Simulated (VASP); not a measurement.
# Si5Ge2 (P4/mmm) in VASP: single point with PBE

Aim: the single point of Si5Ge2 with PBE.

Everything below comes from runs of VASP 6.6.1. Logs are shortened: lines on timing, memory, paths and dates and some standing lists are left out, and cuts for length are marked.

### 1 The cell of the first run

Symmetry: P4/mmm, No. 123, tetragonal system. The conventional cell has a = 4.683 Å, b = 4.683 Å, c = 6.983 Å, α = 90.00°, β = 90.00°, γ = 90.00°. Si (site symmetry mmm) has 2 Ge at 2.34 Å and 4 Si at 2.62 Å within 3.1 Å. Si (site symmetry 4/mmm) has 6 Ge at 3.31 to 3.49 Å and 16 Si at 4.04 to 4.20 Å within 4.4 Å. Within 3.1 Å of Si (site symmetry 4mm) lie 1 Ge at 2.32 Å and 5 Si at 2.35 to 2.62 Å. Within 3.1 Å of Ge (site symmetry 4/mmm) lie 2 Si at 2.32 Å. Within 3.1 Å of Ge (site symmetry 4/mmm) lie 4 Si at 2.34 Å.

### 2 Single point, PBE

File INCAR:

```
SYSTEM = Si5Ge2
  PREC = Accurate
  ENCUT = 500
  EDIFF = 1E-6
  ISMEAR = 0
  SIGMA = 0.2
  LREAL = .FALSE.
  LASPH = .TRUE.
  NELM = 120
  ALGO = Normal
  ISIF = 2
  LWAVE = .FALSE.
  LCHARG = .FALSE.
  GGA = PE
  NBANDS = 33
  GGA_COMPAT = .FALSE.
```

File KPOINTS:

```
Automatic mesh
0
G
  4 4 3
  0 0 0
```

File POSCAR:

```
Si5Ge2
1.0
    4.6833079324      0.0000000000      0.0000000000
    0.0000000000      4.6833079324      0.0000000000
    0.0000000000      0.0000000000      6.9828471432
Si Ge
5 2
Direct
    0.5000000000      0.0000000000      0.0000000000
    0.0000000000      0.5000000000      0.0000000000
    0.5000000000      0.5000000000      0.5000000000
    0.0000000000      0.0000000000      0.1680660723
    0.0000000000      0.0000000000      0.8319339277
    0.0000000000      0.0000000000      0.5000000000
    0.5000000000      0.5000000000      0.0000000000
```

Potentials or basis: VASP PAW PBE potentials, release 64 (Si, Ge_d).

Run with:

```console
> cat potpaw_PBE.64/Si/POTCAR potpaw_PBE.64/Ge_d/POTCAR > POTCAR
> mpirun -np 1 vasp_std > vasp.out
```

OUTCAR:

```text
SYSTEM = Si5Ge2
   PREC = Accurate
   ENCUT = 500
   EDIFF = 1E-6
   ISMEAR = 0
   LREAL = .FALSE.
   LASPH = .TRUE.
   NELM = 120
   ISIF = 2
   GGA = PE

 ion  position               nearest neighbor table
   1  0.500  0.000  0.000-   7 2.34   7 2.34   4 2.62   5 2.62   4 2.62   5 2.62
   2  0.000  0.500  0.000-   7 2.34   7 2.34   4 2.62   4 2.62   5 2.62   5 2.62
   3  0.500  0.500  0.500-
   4  0.000  0.000  0.168-   6 2.32   5 2.35   1 2.62   2 2.62   2 2.62   1 2.62
   5  0.000  0.000  0.832-   6 2.32   4 2.35   1 2.62   2 2.62   2 2.62   1 2.62
   6  0.000  0.000  0.500-   4 2.32   5 2.32
   7  0.500  0.500  0.000-   1 2.34   2 2.34   1 2.34   2 2.34

  LATTYP: Found a simple tetragonal cell.
 ALAT       =     4.6833079324
 C/A-ratio  =     1.4910074768

  Lattice vectors:

 A1 = (   4.6833079324,   0.0000000000,   0.0000000000)
 A2 = (   0.0000000000,   4.6833079324,   0.0000000000)
 A3 = (   0.0000000000,   0.0000000000,   6.9828471432)

Analysis of symmetry for initial positions (statically):
=====================================================================
 Subroutine PRICEL returns:
 Original cell was already a primitive cell.

 Routine SETGRP: Setting up the symmetry group for a
 simple tetragonal supercell.

 Subroutine GETGRP returns: Found 16 space group operations
 (whereof 16 operations were pure point group operations)
 out of a pool of 16 trial point group operations.

The static configuration has the point symmetry D_4h.

Analysis of symmetry for dynamics (positions and initial velocities):
=====================================================================
 Subroutine PRICEL returns:
 Original cell was already a primitive cell.

 Routine SETGRP: Setting up the symmetry group for a
 simple tetragonal supercell.

 Subroutine GETGRP returns: Found 16 space group operations
 (whereof 16 operations were pure point group operations)
 out of a pool of 16 trial point group operations.

The dynamic configuration has the point symmetry D_4h.

 Subroutine INISYM returns: Found 16 space group operations
 (whereof 16 operations are pure point group operations),
 and found     1 'primitive' translations

----------------------------------------------------------------------------------------

                                     Primitive cell

  volume of cell :     153.1574

  direct lattice vectors                    reciprocal lattice vectors
     4.683307932  0.000000000  0.000000000     0.213524290  0.000000000  0.000000000
     0.000000000  4.683307932  0.000000000     0.000000000  0.213524290  0.000000000
     0.000000000  0.000000000  6.982847143     0.000000000  0.000000000  0.143208061

  length of vectors
     4.683307932  4.683307932  6.982847143     0.213524290  0.213524290  0.143208061

  position of ions in fractional coordinates (direct lattice)
     0.500000000  0.000000000  0.000000000
     0.000000000  0.500000000  0.000000000
     0.500000000  0.500000000  0.500000000
     0.000000000  0.000000000  0.168066072
     0.000000000  0.000000000  0.831933928
     0.000000000  0.000000000  0.500000000
     0.500000000  0.500000000  0.000000000

  ion indices of the primitive-cell ions
   primitive index   ion index
                 1           1
                 2           2
                 3           3
                 4           4
                 5           5
                 6           6
                 7           7

----------------------------------------------------------------------------------------

 KPOINTS: Automatic mesh

Automatic generation of k-mesh.
 Grid dimensions read from file:
 generate k-points for:    4    4    3

 Generating k-lattice:

  Cartesian coordinates                     Fractional coordinates (reciprocal lattice)
     0.053381072  0.000000000  0.000000000     0.250000000  0.000000000  0.000000000
     0.000000000  0.053381072  0.000000000     0.000000000  0.250000000  0.000000000
     0.000000000  0.000000000  0.047736020     0.000000000  0.000000000  0.333333333

  Length of vectors
     0.053381072  0.053381072  0.047736020

  Shift w.r.t. Gamma in fractional coordinates (k-lattice)
     0.000000000  0.000000000  0.000000000

 Subroutine IBZKPT returns following result:
 ===========================================

 Found     12 irreducible k-points:

 Following reciprocal coordinates:
            Coordinates               Weight
  0.000000  0.000000  0.000000      1.000000
  0.250000  0.000000  0.000000      4.000000
  0.500000  0.000000  0.000000      2.000000
  0.250000  0.250000  0.000000      4.000000
  0.500000  0.250000  0.000000      4.000000
  0.500000  0.500000  0.000000      1.000000
  0.000000  0.000000  0.333333      2.000000
  0.250000  0.000000  0.333333      8.000000
  0.500000  0.000000  0.333333      4.000000
  0.250000  0.250000  0.333333      8.000000
  0.500000  0.250000  0.333333      8.000000
  0.500000  0.500000  0.333333      2.000000
   k-points           NKPTS =     12   k-points in BZ     NKDIM =     12   number of bands    NBANDS=     33
   number of dos      NEDOS =    301   number of ions     NIONS =      7
   total plane-waves  NPLWV =  69984
   dimension x,y,z NGX =    36 NGY =   36 NGZ =   54
   dimension x,y,z NGXF=    72 NGYF=   72 NGZF=  108
   ions per type =               5   2
   NGX,Y,Z   is equivalent  to a cutoff of  12.78, 12.78, 12.86 a.u.
   NGXF,Y,Z  is equivalent  to a cutoff of  25.56, 25.56, 25.71 a.u.
 SYSTEM =  Si5Ge2
   PREC   = accura    normal or accurate (medium, high low for compatibility)
   ISTART =      0    job   : 0-new  1-cont  2-samecut
   ICHARG =      2    charge: 1-file 2-atom 10-const
   ISPIN  =      1    spin polarized calculation?
   LNONCOLLINEAR =      F non collinear calculations
   LSORBIT =      F    spin-orbit coupling
   LASPH  =      T    aspherical Exc in radial PAW
   ENCUT  =  500.0 eV  36.75 Ry    6.06 a.u.   8.54  8.54 12.73*2*pi/ulx,y,z
   NELM   =    120;   NELMIN=  2; NELMDL= -5     # of ELM steps
   EDIFF  = 0.1E-05   stopping-criterion for ELM
   LREAL  =      F    real-space projection
   EDIFFG = 0.1E-04   stopping-criterion for IOM
   NSW    =      0    number of steps for IOM
   IBRION =     -1    ionic relax: 0-MD 1-quasi-New 2-CG
   NFREE  =      0    steps in history (QN), initial steepest desc. (CG)
   ISIF   =      2    stress and relaxation
   ISYM   =      2    0-nonsym 1-usesym 2-fastsym
   POTIM  = 0.5000    time-step for ionic-motion
   TEBEG  =    0.0;   TEEND  =   0.0 temperature during run
   PSTRESS=    0.0 pullay stress
   NELECT =      48.0000    total number of electrons
   NUPDOWN=      -1.0000    fix difference up-down
   EMIN   =  10.00;   EMAX   =-10.00  energy-range for DOS
   EFERMI =   0.00;   METHOD = LEGACY
   ISMEAR =     0;   SIGMA  =   0.20  broadening in eV -4-tet -1-fermi 0-gaus
   EFERMI_NEDOS =   21; number of points for ismear=-14 and -15
   IALGO  =     38    algorithm
   IMIX   =      4    mixing-type and parameters
     AMIX     =   0.40;   BMIX     =  1.00
     AMIX_MAG =   1.60;   BMIX_MAG =  1.00
  volume/ion in A,a.u.               =      21.88       147.65
  Fermi-wavevector in a.u.,A,eV,Ry     =   1.112011  2.101397 16.824549  1.236569
  Thomas-Fermi vector in A             =   2.248581
   LORBIT       =      0    0 simple, 1 ext, 2 COOP (PROOUT), +10 PAW based schemes
   GGA     = PE    functional components
   LHFCALC =     F    Hartree Fock is set to
   AEXX    =    0.0000 exact exchange contribution
   IVDW    =     0    specifies the selected vdW correction
   LEPSILON=     F    determine dielectric tensor
   LRPA    =     F    only Hartree local field effects (RPA)
 non-spin polarized calculation
 Gauss-broadening in eV      SIGMA  =   0.20
  energy-cutoff  :      500.00
  volume of cell :      153.16
 maximum number of plane-waves:      3913
 NGX is ok and might be reduce to    36
   NGX = 17   NGY = 17   NGZ = 25

 number of electron      48.0000039 magnetization

 Free energy of the ion-electron system (eV)
  ---------------------------------------------------
  ext. energy  EPLUGINS =         0.00000000
  ---------------------------------------------------
  free energy    TOTEN  =       -30.11604801 eV

  energy without entropy =      -30.05915533  energy(sigma->0) =      -30.08760167

 E-fermi :   5.0929     XC(G=0):  -9.5130

 val. band max:        5.0700945106   @ k =   0.0000   0.0000   0.0000
 cond. band min:       5.1100377445   @ k =   0.0000   0.0000   0.0000
 fundamental gap:      0.0399432339
 Fermi energy:         5.0928719825

 k-point     1 :       0.0000    0.0000    0.0000
  band No.  band energies     occupation
      1     -19.5520      2.00000
      2     -19.5232      2.00000
      3     -19.5225      2.00000
      4     -19.5020      2.00000
      5     -19.4997      2.00000
      6     -19.4997      2.00000
[... 25 lines left out ...]
     32       8.5200      0.00000
     33       8.7451      0.00000

 k-point     2 :       0.2500    0.0000    0.0000
  band No.  band energies     occupation
      1     -19.5519      2.00000
      2     -19.5233      2.00000
      3     -19.5222      2.00000
      4     -19.5013      2.00000
      5     -19.4998      2.00000
      6     -19.4997      2.00000
[... 25 lines left out ...]
     32       8.3526      0.00000
     33      10.0434      0.00000
[... 322 lines left out ...]
     32       9.4893      0.00000
     33       9.6638      0.00000

 k-point    12 :       0.5000    0.5000    0.3333
  band No.  band energies     occupation
      1     -19.5516      2.00000
      2     -19.5237      2.00000
      3     -19.5215      2.00000
      4     -19.4999      2.00000
      5     -19.4999      2.00000
      6     -19.4991      2.00000
[... 25 lines left out ...]
     32       9.3700      0.00000
     33       9.3702      0.00000

------------------------ aborting loop because EDIFF is reached ----------------------------------------

  FORCE on cell =-STRESS in cart. coord.  units (eV):
  Direction    XX          YY          ZZ          XY          YZ          ZX
  --------------------------------------------------------------------------------------
  -------------------------------------------------------------------------------------
  Total        0.0061309      0.0061309      0.0372750      0.0000000      0.0000000     -0.0000000
  in kB        0.0641349      0.0641349      0.3899328      0.0000000      0.0000000     -0.0000000
  external PRESSURE =       0.1727342 kB  Pullay stress =       0.0000000 kB

 VOLUME and BASIS-vectors are now :
 -----------------------------------------------------------------------------
  energy-cutoff  :      500.00
  volume of cell :      153.16
      direct lattice vectors                 reciprocal lattice vectors
     4.683307932  0.000000000  0.000000000     0.213524290  0.000000000  0.000000000
     0.000000000  4.683307932  0.000000000     0.000000000  0.213524290  0.000000000
     0.000000000  0.000000000  6.982847143     0.000000000  0.000000000  0.143208061

 POSITION                                       TOTAL-FORCE (eV/Angst)
 -----------------------------------------------------------------------------------
      2.34165      0.00000      0.00000         0.000000      0.000000      0.000000
      0.00000      2.34165      0.00000         0.000000      0.000000      0.000000
      2.34165      2.34165      3.49142         0.000000      0.000000      0.000000
      0.00000      0.00000      1.17358        -0.000000     -0.000000      0.043492
      0.00000      0.00000      5.80927         0.000000     -0.000000     -0.043492
      0.00000      0.00000      3.49142         0.000000      0.000000      0.000000
      2.34165      2.34165      0.00000         0.000000      0.000000      0.000000
 -----------------------------------------------------------------------------------
    total drift:                                0.000000      0.000000      0.000000

  FREE ENERGIE OF THE ION-ELECTRON SYSTEM (eV)
  ---------------------------------------------------
  free  energy   TOTEN  =       -30.1160480062 eV

  energy  without entropy=      -30.0591553255  energy(sigma->0) =      -30.08760167
```

Wall time 56 s (1 thread of Intel Xeon Platinum 8259CL at 2.50GHz (Skylake/Cascade Lake), shared host); peak memory 0.26 GiB.

What came out:

```
Free energy            : -30.1160 eV
Pressure               : 0.0 GPa
Largest force          : 0.043 eV/Å
Band gap on the k mesh : zero (band 24 reaches 6.38 eV, above the bottom of band 25 at 4.74 eV)
```

Forces in eV/Å, atoms in the order of the input:
```
Si   0.000  0.000  0.000
Si   0.000  0.000  0.000
Si   0.000  0.000  0.000
Si   0.000  0.000  0.043
Si   0.000  0.000 -0.043
Ge   0.000  0.000  0.000
Ge   0.000  0.000  0.000
```
